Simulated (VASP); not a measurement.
C, 2 atoms in the cell. It takes space group I4_1/amd (No. 141, tetragonal). Conventional cell: a = 2.525 Å, b = 2.525 Å, c = 3.486 Å, α = 90.00°, β = 90.00°, γ = 90.00°. C (site symmetry -4m2) has 4 C at 1.53 Å within 2.0 Å.  This cell differs from its parent crystal: volume 5.559 Å^3 an atom, c/a of the conventional cell 0.9762.

| Property | Result |
| --- | --- |
| Program | VASP 6.6.1 |
| Task | single point |
| Functional | PBE |
| Potentials or basis | VASP PAW PBE potentials, release 64 (C) |
| Cutoff | 520 eV |
| k mesh | 12 × 12 × 12 |
| Occupations | gaussian, width 0.05 eV |
| Spin | no spin polarisation |
| Dipole correction | no |
| Further INCAR settings | ALGO = Normal; EDIFF = 1e-06; NBANDS = 11 |

Potentials or basis: VASP PAW PBE potentials, release 64 (C).

The run is started by

```console
$ cat potpaw_PBE.64/C/POTCAR > POTCAR
$ mpirun -np 1 vasp_std > vasp.out
```

Hardware: 1 thread of Intel Xeon 8259CL, on a shared host.

Problem. How long does it take, and how much memory?

Solution. It took 22 s on 1 thread of Intel Xeon 8259CL, on a shared host, peak memory 0.13 GiB. Counts: scf iterations 11, k points 163.
